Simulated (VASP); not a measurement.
BiIr (rocksalt type), 2 atoms in the cell. The structure is cubic, space group Fm-3m (No. 225). The conventional cell has a = 5.625 Å, b = 5.625 Å, c = 5.625 Å, α = 90.00°, β = 90.00°, γ = 90.00°. Within 3.7 Å of Ir (site symmetry m-3m) lie 6 Bi at 2.81 Å. Within 3.7 Å of Bi (site symmetry m-3m) lie 6 Ir at 2.81 Å. 

```yaml
Program: VASP 6.6.1
Task: single point
Functional: PBE
Potentials_or_basis: VASP PAW PBE potentials, release 64 (Ir, Bi_d)
Cutoff: 520 eV
k_mesh: 12 × 12 × 12
Occupations: fermi-dirac, width 0.08 eV
Spin: no spin polarisation
Dipole_correction: no
Further_INCAR_settings: ALGO = Normal; EDIFF = 1e-06; NBANDS = 19
```

Potentials or basis: VASP PAW PBE potentials, release 64 (Ir, Bi_d).

The run is started by

```sh
$ cat potpaw_PBE.64/Ir/POTCAR potpaw_PBE.64/Bi_d/POTCAR > POTCAR
$ mpirun -np 1 vasp_std > vasp.out
```

Hardware: 1 thread of Intel(R) Xeon(R) 6975P-C (Granite Rapids), with other jobs on the host.

Problem. How long does it take, and how much memory?

Solution. It took 24 s on 1 thread of Intel(R) Xeon(R) 6975P-C (Granite Rapids) (shared host), peak memory 0.22 GiB. Counts: scf iterations 12, k points 72.
